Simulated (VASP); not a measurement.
**SnO2: single point with PBE**

The system is SnO2.

```
Sn O
1.0
     4.83023   -0.01825   -0.00017
    -0.01825    4.85749    0.01485
    -0.00011    0.00996    3.27531
Sn O
2 4
Direct
  0.00206 0.00908 0.98531
  0.49473 0.49873 0.50381
  0.30658 0.30793 0.01455
  0.81717 0.18778 0.49624
  0.18897 0.80215 0.50968
  0.69050 0.69433 0.99040
```

This cell differs from its parent crystal: atoms moved at random and the cell strained at random.

```
Program                : VASP 6.6.1
Task                   : single point
Functional             : PBE
Potentials or basis    : VASP PAW PBE potentials, release 64 (Sn_d, O)
Cutoff                 : 520 eV
k mesh                 : 6 × 6 × 10
Occupations            : gaussian, width 0.05 eV
Spin                   : no spin polarisation
Dipole correction      : no
Further INCAR settings : ALGO = Normal; EDIFF = 1e-06; NBANDS = 35
```

- Pressure: -1.7 GPa
- Largest force: 1.567 eV/Å
- Band gap on the k mesh: 0.45 eV, direct

Forces on the atoms (eV/Å):
```
Sn  -0.080 -1.239  0.957
Sn   0.667  0.463 -0.028
O    0.167 -0.082 -0.401
O   -0.883  0.853 -0.358
O    0.112  0.089 -0.563
O    0.017 -0.085  0.392
```

Stress tensor (GPa, compression positive):
```
-0.75  1.23  0.72
 1.23 -1.54  0.03
 0.72  0.03 -2.87
```

Levels at points of the mesh, in eV from the valence-band top:
| k point | band 22 | band 23 | band 24 | band 25 | band 26 | band 27 | band 28 | band 29 | band 30 | band 31 |
| --- | --- | --- | --- | --- | --- | --- | --- | --- | --- | --- |
| (0.00, 0.00, 0.00) | -1.33 | -1.21 | -0.78 | -0.73 | 0.00 | 0.45 | 5.31 | 5.90 | 5.92 | 9.93 |
| (0.50, 0.00, 0.00) | -1.82 | -1.27 | -1.19 | -0.68 | -0.61 | 3.58 | 3.73 | 6.57 | 6.64 | 9.91 |
| (0.00, 0.50, 0.00) | -1.81 | -1.35 | -1.11 | -0.81 | -0.41 | 3.52 | 3.74 | 6.46 | 6.64 | 9.92 |
| (0.50, 0.50, 0.00) | -1.81 | -1.39 | -1.30 | -0.87 | -0.79 | 3.83 | 4.08 | 6.87 | 6.97 | 10.04 |
| (0.00, 0.00, 0.50) | -2.42 | -1.67 | -1.50 | -1.16 | -1.09 | 5.23 | 5.53 | 9.06 | 9.26 | 9.91 |
| (0.50, 0.00, 0.50) | -1.60 | -1.09 | -1.01 | -0.70 | -0.69 | 5.45 | 5.82 | 7.42 | 7.49 | 10.24 |
| (0.00, 0.50, 0.50) | -1.61 | -1.08 | -0.93 | -0.79 | -0.74 | 5.42 | 5.86 | 7.43 | 7.54 | 10.20 |
| (0.50, 0.50, 0.50) | -2.29 | -1.10 | -0.98 | -0.70 | -0.68 | 4.14 | 4.39 | 8.29 | 8.49 | 10.14 |

It took 5.3 min on 1 thread of Intel(R) Xeon(R) Platinum 8259CL CPU @ 2.50GHz (Skylake/Cascade Lake) (shared host), peak memory 0.45 GiB.

Caveat: the cell differs from its parent crystal (atoms moved at random and the cell strained at random); spin-orbit coupling is left out, which moves the levels of the heavy elements; forces of over 1 eV/Å act on the atoms, so gaps and moduli don't describe the material at rest.
